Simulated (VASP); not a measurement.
ZrN:

```
Zr N
1.0
     0.00000    2.29733    2.29733
     2.29733    0.00000    2.29733
     2.29733    2.29733    0.00000
Zr N
1 1
Direct
  0.00000 0.00000 0.00000
  0.50000 0.50000 0.50000
```

Base run:

| Quantity | Value |
| --- | --- |
| Program | VASP 6.6.1 |
| Functional | PBE |
| Potentials or basis | VASP PAW PBE potentials, release 64 (Zr_sv, N) |
| Cutoff | 600 eV |
| k mesh | 20 × 20 × 20 |
| Occupations | gaussian, width 0.1 eV |
| Spin | no spin polarisation |

Its results: band gap on the k mesh zero (an odd number of electrons rules out a gap without spin polarisation); pressure 0.1 GPa.

Q: The run is repeated on the same cell with these changes: functional from PBE to PBEsol. What comes out?

A: Band gap on the k mesh zero (an odd number of electrons rules out a gap without spin polarisation); pressure -6.8 GPa.

PBEsol binds more tightly than PBE, so the same cell stands under less pressure.

Caveats: the cell stands under tension (at least some runs); the PAW data sets were made with another functional, which shifts forces and pressure a little (at least some runs).
